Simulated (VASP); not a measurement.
# SnO: relaxation of cell and atoms with PBEsol

Crystal: SnO.

```
Sn O
1.0
     3.64866    0.00000    0.00000
     0.00000    3.64866    0.00000
     0.00000    0.00000    4.36300
Sn O
2 2
Direct
  0.00000 0.50000 0.25872
  0.50000 0.00000 0.74128
  0.50000 0.50000 0.00000
  0.00000 0.00000 0.00000
```

- Program: VASP 6.6.1
- Task: relaxation of cell and atoms
- Functional: PBEsol
- Potentials or basis: VASP PAW PBE potentials, release 64 (Sn_d, O)
- Cutoff: 600 eV
- k mesh: 12 × 12 × 10
- Occupations: gaussian, width 0.1 eV
- Spin: no spin polarisation
- Target pressure: 12 GPa
- Dipole correction: no
- Further INCAR settings: ALGO = Normal; EDIFF = 1e-06; IBRION = 2; EDIFFG = -0.008; NSW = 70; ISIF = 3

```yaml
Relaxed_volume: 14.33 Å³/atom
Relaxed_cell: a = 3.674 Å, b = 3.674 Å, c = 4.246 Å, α = 90.00°, β = 90.00°, γ = 90.00°
Space_group_after_relaxing_to_0.05_Å: P4/nmm (No. 129)
Energy_change_on_relaxing_the_enthalpy_is_what_falls: -7.1 meV/atom
Ionic_steps: 11
Pressure_after_relaxing: 12.0 GPa
Largest_force_after_relaxing: 0.004 eV/Å
Band_gap_on_the_k_mesh: zero (band 20 reaches 9.84 eV, above the bottom of band 21 at 8.56 eV)
```

Forces on the atoms (eV/Å):
```
Sn   0.000  0.000 -0.004
Sn   0.000  0.000  0.004
O    0.000  0.000  0.000
O    0.000  0.000  0.000
```

The path:
```tsv
step	energy change (eV)	largest force (eV/Å)	pressure (GPa)	volume (Å³)
1	0.0000	1.3270	15.86	58.08
2	-0.2012	0.8456	3.52	61.07
3	-0.1523	0.2823	9.77	59.40
4	-0.0883	0.1092	11.07	58.25
5	-0.0206	0.0446	12.30	57.27
6	-0.0245	0.0352	12.22	57.32
7	-0.0284	0.0257	12.09	57.33
8	-0.0300	0.0171	11.95	57.34
9	-0.0299	0.0177	11.94	57.34
10	-0.0256	0.0217	12.22	57.28
11	-0.0283	0.0039	12.02	57.32
```

Final structure:
```
Sn O
1.0
     3.67391    0.00000    0.00000
     0.00000    3.67391    0.00000
     0.00000    0.00000    4.24639
Sn O
2 2
Direct
  0.00000 0.50000 0.27453
  0.50000 0.00000 0.72547
  0.50000 0.50000 0.00000
  0.00000 0.00000 0.00000
```

Levels at points of the mesh, in eV from the Fermi level:
```
           k point  band 18  band 19  band 20  band 21  band 22  band 23
(0.00, 0.00, 0.00)    -3.45    -3.45     0.16     3.15     3.99     3.99
(0.50, 0.00, 0.00)    -5.38    -3.43    -3.43     4.16     4.16     5.76
(0.50, 0.50, 0.00)    -2.73    -2.08    -2.08    -1.10    -1.10     4.66
(0.00, 0.00, 0.50)    -3.46    -2.45    -1.64     1.81     1.81     1.88
(0.50, 0.00, 0.50)    -5.26    -1.95    -1.95     3.52     3.52     4.84
(0.50, 0.50, 0.50)    -3.66    -2.74    -2.74     1.96     1.96     5.57
```

Run time: 23 min on 1 thread of Intel Xeon 6975P-C, with other jobs on the host, peak memory 0.38 GiB.

Caveat: the cell is relaxed towards a set pressure, so the enthalpy falls and the energy may rise; the PAW data sets were made with another functional, which shifts forces and pressure a little; spin-orbit coupling is left out, which moves the levels of the heavy elements.
